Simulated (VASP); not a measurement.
# CoO (I4/mmm) in VASP: single point with PBE

Aim: the single point of CoO with PBE.

Program: VASP 6.6.1. These are calculated values, not measurements. Logs are shortened: lines on timing, memory, paths and dates and some standing lists are left out, and cuts for length are marked.

### Step 1. The cell of the first run

Symmetry: I4/mmm, No. 139, tetragonal system. The conventional cell has a = 3.016 Å, b = 3.016 Å, c = 4.214 Å, α = 90.00°, β = 90.00°, γ = 90.00°. Within 2.8 Å of Co (site symmetry 4/mmm) lie 6 O at 2.11 to 2.13 Å. Within 2.8 Å of O (site symmetry 4/mmm) lie 6 Co at 2.11 to 2.13 Å.

### Step 2. Single point, PBE, collinear spin, antiferromagnetic start

Contents of INCAR:

```
SYSTEM = CoO
PREC = Accurate
ENCUT = 520
EDIFF = 1E-7
ISMEAR = -1
SIGMA = 0.05
LREAL = .FALSE.
LASPH = .TRUE.
NELM = 150
ALGO = Normal
ISIF = 2
LWAVE = .FALSE.
LCHARG = .FALSE.
ISPIN = 2
MAGMOM = 3 -3 0 0
LORBIT = 11
LMAXMIX = 4
GGA = PE
NBANDS = 27
```

Contents of KPOINTS:

```
Automatic mesh
0
G
  5 10 10
  0 0 0
```

Contents of POSCAR:

```
CoO
1.0
   -3.0160000000      3.0160000000      4.2144950800
    1.5080000000     -1.5080000000      2.1072475400
    1.5080000000      1.5080000000     -2.1072475400
Co O
2 2
Direct
    0.0000000000      0.0000000000      0.0000000000
    0.5000000000      0.0000000000      0.0000000000
    0.2500000000      0.5000000000      0.0000000000
    0.7500000000      0.5000000000      0.0000000000
```

Potentials or basis: VASP PAW PBE potentials, release 64 (Co, O).

The run is started by

```console
> cat potpaw_PBE.64/Co/POTCAR potpaw_PBE.64/O/POTCAR > POTCAR
> mpirun -np 1 vasp_std > vasp.out
```

OUTCAR:

```text
SYSTEM = CoO
   PREC = Accurate
   ENCUT = 520
   EDIFF = 1E-7
   ISMEAR = -1
   LREAL = .FALSE.
   LASPH = .TRUE.
   NELM = 150
   ISIF = 2
   ISPIN = 2
   LORBIT = 11
   GGA = PE

 ion  position               nearest neighbor table
   1  0.000  0.000  0.000-   3 2.11   4 2.11   4 2.13   3 2.13   3 2.13   4 2.13   2 3.00   2 3.00
                             2 3.00   2 3.00   2 3.02   2 3.02
   2  0.500  0.000  0.000-   4 2.11   3 2.11   4 2.13   3 2.13   4 2.13   3 2.13   1 3.00   1 3.00
                             1 3.00   1 3.00   1 3.02   1 3.02
   3  0.250  0.500  0.000-   2 2.11   1 2.11   2 2.13   1 2.13   2 2.13   1 2.13
   4  0.750  0.500  0.000-   1 2.11   2 2.11   2 2.13   1 2.13   1 2.13   2 2.13

  LATTYP: Found a base centered monoclinic cell.
 ALAT       =     5.1824921398
 B/A-ratio  =     0.5819593969
 C/A-ratio  =     1.0000000000
 COS(beta)  =    -0.3226465208

  Lattice vectors:

 A1 = (   1.5080000000,   1.5080000000,  -2.1072475400)
 A2 = (  -1.5080000000,   1.5080000000,  -2.1072475400)
 A3 = (  -0.0000000000,   3.0160000000,   4.2144950800)

Analysis of symmetry for initial positions (statically):
=====================================================================
 Subroutine PRICEL returns following result:

  LATTYP: Found a body centered tetragonal cell.
 ALAT       =     3.0160000000
 C/A-ratio  =     1.3973790053
[... 12 lines left out ...]
 Subroutine GETGRP returns: Found  4 space group operations
 (whereof  4 operations were pure point group operations)
 out of a pool of  4 trial point group operations.

The static configuration has the point symmetry C_2h.

Analysis of symmetry for dynamics (positions and initial velocities):
=====================================================================
 Subroutine PRICEL returns following result:

  LATTYP: Found a body centered tetragonal cell.
 ALAT       =     3.0160000000
 C/A-ratio  =     1.3973790053
[... 12 lines left out ...]
 Subroutine GETGRP returns: Found  4 space group operations
 (whereof  4 operations were pure point group operations)
 out of a pool of  4 trial point group operations.

The dynamic configuration has the point symmetry C_2h.

Analysis of structural, dynamic, and magnetic symmetry:
=====================================================================
 Subroutine PRICEL returns following result:

  LATTYP: Found a body centered tetragonal cell.
 ALAT       =     3.0160000000
 C/A-ratio  =     1.3973790053
[... 12 lines left out ...]
 Subroutine GETGRP returns: Found  4 space group operations
 (whereof  4 operations were pure point group operations)
 out of a pool of  4 trial point group operations.

The overall configuration has the point symmetry C_2h.

 Subroutine INISYM returns: Found  4 space group operations
 (whereof  4 operations are pure point group operations),
 and found     2 'primitive' translations

----------------------------------------------------------------------------------------

                                     Primitive cell

  volume of cell :      19.1681

  direct lattice vectors                    reciprocal lattice vectors
    -1.508000000  1.508000000  2.107247540     0.000000000  0.331564987  0.237276348
     1.508000000 -1.508000000  2.107247540     0.331564987  0.000000000  0.237276348
     1.508000000  1.508000000 -2.107247540     0.331564987  0.331564987  0.000000000

  length of vectors
     2.998102766  2.998102766  2.998102766     0.407719764  0.407719764  0.468903701

  position of ions in fractional coordinates (direct lattice)
     0.000000000  0.000000000  0.000000000
     0.500000000  0.500000000  0.000000000

  ion indices of the primitive-cell ions
   primitive index   ion index
                 1           1
                 2           3

----------------------------------------------------------------------------------------

 KPOINTS: Automatic mesh

Automatic generation of k-mesh.
 Grid dimensions read from file:
 generate k-points for:    5   10   10

 Generating k-lattice:

[... 28 lines left out ...]
 -----------------------------------------------------------------------------

 Subroutine IBZKPT returns following result:
 ===========================================

 Found    141 irreducible k-points:

 Following reciprocal coordinates:
            Coordinates               Weight
  0.000000  0.000000  0.000000      1.000000
  0.200000 -0.000000  0.000000      2.000000
  0.400000  0.000000  0.000000      2.000000
 -0.000000  0.100000  0.000000      4.000000
  0.200000  0.100000  0.000000      4.000000
  0.400000  0.100000  0.000000      4.000000
[... 16 lines left out ...]
 -0.200000  0.400000  0.000000      4.000000
  0.000000  0.500000  0.000000      2.000000
 [... further k-points ...]
   k-points           NKPTS =    141   k-points in BZ     NKDIM =    141   number of bands    NBANDS=     27
   number of dos      NEDOS =    301   number of ions     NIONS =      4
   total plane-waves  NPLWV =  27648
   dimension x,y,z NGX =    48 NGY =   24 NGZ =   24
   dimension x,y,z NGXF=    96 NGYF=   48 NGZF=   48
   ions per type =               2   2
   NGX,Y,Z   is equivalent  to a cutoff of  13.31, 13.31, 13.31 a.u.
   NGXF,Y,Z  is equivalent  to a cutoff of  26.62, 26.62, 26.62 a.u.
 SYSTEM =  CoO
   PREC   = accura    normal or accurate (medium, high low for compatibility)
   ISTART =      0    job   : 0-new  1-cont  2-samecut
   ICHARG =      2    charge: 1-file 2-atom 10-const
   ISPIN  =      2    spin polarized calculation?
   LNONCOLLINEAR =      F non collinear calculations
   LSORBIT =      F    spin-orbit coupling
   LASPH  =      T    aspherical Exc in radial PAW
   ENCUT  =  520.0 eV  38.22 Ry    6.18 a.u.  11.15  5.57  5.57*2*pi/ulx,y,z
   NELM   =    150;   NELMIN=  2; NELMDL= -5     # of ELM steps
   EDIFF  = 0.1E-06   stopping-criterion for ELM
   LREAL  =      F    real-space projection
   EDIFFG = 0.1E-05   stopping-criterion for IOM
   NSW    =      0    number of steps for IOM
   IBRION =     -1    ionic relax: 0-MD 1-quasi-New 2-CG
   NFREE  =      0    steps in history (QN), initial steepest desc. (CG)
   ISIF   =      2    stress and relaxation
   ISYM   =      2    0-nonsym 1-usesym 2-fastsym
   POTIM  = 0.5000    time-step for ionic-motion
   TEBEG  =    0.0;   TEEND  =   0.0 temperature during run
   PSTRESS=    0.0 pullay stress
   NELECT =      30.0000    total number of electrons
   NUPDOWN=      -1.0000    fix difference up-down
   EMIN   =  10.00;   EMAX   =-10.00  energy-range for DOS
   EFERMI =   0.00;   METHOD = LEGACY
   ISMEAR =    -1;   SIGMA  =   0.05  broadening in eV -4-tet -1-fermi 0-gaus
   EFERMI_NEDOS =   21; number of points for ismear=-14 and -15
   IALGO  =     38    algorithm
   IMIX   =      4    mixing-type and parameters
     AMIX     =   0.40;   BMIX     =  1.00
     AMIX_MAG =   1.60;   BMIX_MAG =  1.00
  volume/ion in A,a.u.               =       9.58        64.68
  Fermi-wavevector in a.u.,A,eV,Ry     =   1.508618  2.850874 30.965868  2.275927
  Thomas-Fermi vector in A             =   2.619048
   LORBIT       =     11    0 simple, 1 ext, 2 COOP (PROOUT), +10 PAW based schemes
   GGA     = PE    functional components
   LHFCALC =     F    Hartree Fock is set to
   AEXX    =    0.0000 exact exchange contribution
   IVDW    =     0    specifies the selected vdW correction
   LEPSILON=     F    determine dielectric tensor
   LRPA    =     F    only Hartree local field effects (RPA)
 spin polarized calculation
  energy-cutoff  :      520.00
  volume of cell :       38.34
 maximum number of plane-waves:      1050
 NGX is ok and might be reduce to    48
   NGX = 23   NGY = 11   NGZ = 11

 number of electron      30.0000011 magnetization       0.0000000

 number of electron      30.0000011 magnetization      -0.0000000

 Free energy of the ion-electron system (eV)
  ---------------------------------------------------
  ext. energy  EPLUGINS =         0.00000000
  ---------------------------------------------------
  free energy    TOTEN  =       -26.41551238 eV

  energy without entropy =      -26.36005924  energy(sigma->0) =      -26.38778581

 E-fermi :   8.0154     XC(G=0): -12.4529

 val. band max:        8.0145067594   @ k =  -0.4000   0.2000  -0.0000
 cond. band min:       8.0159252520   @ k =   0.4000  -0.2000   0.2000
 fundamental gap:      0.0014184927
 Fermi energy:         8.0153831211

 spin component 1

 k-point     1 :       0.0000    0.0000    0.0000
  band No.  band energies     occupation
      1     -12.0661      1.00000
      2     -10.8032      1.00000
      3       0.0587      1.00000
      4       2.4988      1.00000
      5       2.5338      1.00000
      6       5.0333      1.00000
[... 709 lines left out ...]
     26      24.1252      0.00000
     27      24.3263      0.00000

 [... further k-points ...]

 spin component 2

 k-point     1 :       0.0000    0.0000    0.0000
  band No.  band energies     occupation
      1     -12.0661      1.00000
      2     -10.8032      1.00000
      3       0.0587      1.00000
      4       2.4988      1.00000
      5       2.5338      1.00000
      6       5.0333      1.00000
[... 709 lines left out ...]
     26      24.1252      0.00000
     27      24.3263      0.00000

 [... further k-points ...]
[... 5 lines left out ...]
  --------------------------------------------------------------------------------------
  -------------------------------------------------------------------------------------
  Total       -1.4937784     -0.0619708     -0.4981575      0.0000000      1.1911323      0.0000000
  in kB      -62.4293107     -2.5899369    -20.8194410      0.0000000     49.7808550      0.0000000
  external PRESSURE =     -28.6128962 kB  Pullay stress =       0.0000000 kB

 VOLUME and BASIS-vectors are now :
 -----------------------------------------------------------------------------
  energy-cutoff  :      520.00
  volume of cell :       38.34
      direct lattice vectors                 reciprocal lattice vectors
    -3.016000000  3.016000000  4.214495080     0.000000000  0.165782493  0.118638174
     1.508000000 -1.508000000  2.107247540     0.331564987  0.000000000  0.237276348
     1.508000000  1.508000000 -2.107247540     0.331564987  0.331564987  0.000000000

 POSITION                                       TOTAL-FORCE (eV/Angst)
 -----------------------------------------------------------------------------------
      0.00000      0.00000      0.00000        -0.000000      0.000000      0.000000
     -1.50800      1.50800      2.10725         0.000000     -0.000000     -0.000000
      0.00000      0.00000      2.10725        -0.000000     -0.000000      0.000000
     -1.50800      1.50800      4.21450        -0.000000      0.000000     -0.000000
 -----------------------------------------------------------------------------------
    total drift:                                0.000000      0.000000     -0.000000

  FREE ENERGIE OF THE ION-ELECTRON SYSTEM (eV)
  ---------------------------------------------------
  free  energy   TOTEN  =       -26.4155123774 eV

  energy  without entropy=      -26.3600592427  energy(sigma->0) =      -26.38778581

 total charge

# of ion       s       p       d       tot
------------------------------------------
    1        0.295   0.358   7.171   7.823
    2        0.295   0.358   7.171   7.823
    3        1.561   3.413   0.000   4.974
    4        1.561   3.413   0.000   4.974
--------------------------------------------------
tot          3.711   7.542  14.342  25.594

 magnetization (x)

# of ion       s       p       d       tot
------------------------------------------
    1       -0.002  -0.005   2.428   2.420
    2        0.002   0.005  -2.428  -2.420
    3        0.000   0.000   0.000   0.000
    4        0.000   0.000   0.000   0.000
--------------------------------------------------
tot          0.000   0.000   0.000   0.000
```

It took 13 min on 1 thread of Oxide Virtual Turin-like, shared host; peak memory 0.31 GiB.

What came out:

```yaml
Free_energy: -26.4155 eV
Pressure: -2.9 GPa
Band_gap_on_the_k_mesh: zero (filled and empty bands overlap)
Net_moment: 0.00 μB per cell
Site_moments: Co +2.42, -2.42; O +0.00 μB
Valence_electrons_inside_the_program's_atomic_spheres: Co 7.82; O 4.97
```

Stress tensor (GPa, compression positive):
```
-6.24  0.00  0.00
 0.00 -0.26  4.98
 0.00  4.98 -2.08
```

Levels at points of the mesh, in eV from the Fermi level:
Spin up:
```csv
k point,band 12,band 13,band 14,band 15,band 16,band 17,band 18,band 19
"(0.00, 0.00, 0.00)",-1.87,-1.86,-0.56,-0.54,-0.11,1.30,1.90,1.95
"(0.00, 0.50, 0.00)",-1.43,-1.23,-0.58,0.04,0.27,1.98,2.08,5.24
"(0.00, 0.50, 0.50)",-1.42,-1.23,-0.59,0.08,0.27,1.95,2.11,5.24
```
Spin down:
```
           k point  band 12  band 13  band 14  band 15  band 16  band 17  band 18  band 19
(0.00, 0.00, 0.00)    -1.87    -1.86    -0.56    -0.54    -0.11     1.30     1.90     1.95
(0.00, 0.50, 0.00)    -1.43    -1.23    -0.58     0.04     0.27     1.98     2.08     5.24
(0.00, 0.50, 0.50)    -1.42    -1.23    -0.59     0.08     0.27     1.95     2.11     5.24
```

Caveat: semilocal functionals often make such compounds metallic where correlation or magnetic order opens a gap, which also shifts bond lengths.
